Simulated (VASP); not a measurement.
Set up this calculation in VASP 6.6.1, as the native input.

```
Task                   : single point
Functional             : LDA
Potentials or basis    : VASP PAW LDA potentials, release 64 (Si, W_sv)
Cutoff                 : 520 eV
k mesh                 : 13 × 13 × 13
Occupations            : methfessel-paxton, width 0.1 eV
Spin                   : no spin polarisation
Dipole correction      : no
Further INCAR settings : ALGO = Normal; EDIFF = 1e-07; NBANDS = 18
```

The structure of Si2W lies in POSCAR:

```
Si2W
1.0
   -1.6069000000      1.6069000000      3.9149500000
    1.6069000000     -1.6069000000      3.9149500000
    1.6069000000      1.6069000000     -3.9149500000
Si W
2 1
Direct
    0.3347000000      0.3347000000      0.0000000000
    0.6653000000      0.6653000000      0.0000000000
    0.0000000000      0.0000000000      0.0000000000
```

One way to write it, as run:

INCAR

```
PREC = Accurate
ENCUT = 520
EDIFF = 1E-7
ISMEAR = 1
SIGMA = 0.1
LREAL = F
LASPH = T
NELM = 100
ALGO = Normal
ISIF = 2
LWAVE = F
LCHARG = F
NBANDS = 18
```

KPOINTS

```
Automatic mesh
0
Gamma
  13 13 13
```

Potentials or basis: VASP PAW LDA potentials, release 64 (Si, W_sv).

Launch:

```bash
$ cat potpaw_LDA.64/Si/POTCAR potpaw_LDA.64/W_sv/POTCAR > POTCAR
$ mpirun -np 1 vasp_std > vasp.out
```

It gave:

* Pressure: -5.0 GPa
* Largest force: 0.046 eV/Å
* Band gap on the k mesh: zero (bands 11 and 12 overlap by 1.19 eV)

Caveat: the cell stands under tension; spin-orbit coupling is left out, which moves the levels of the heavy elements.

It took 5 min on 1 thread of Intel Xeon 8259CL, with other jobs on the host, peak memory 0.27 GiB.
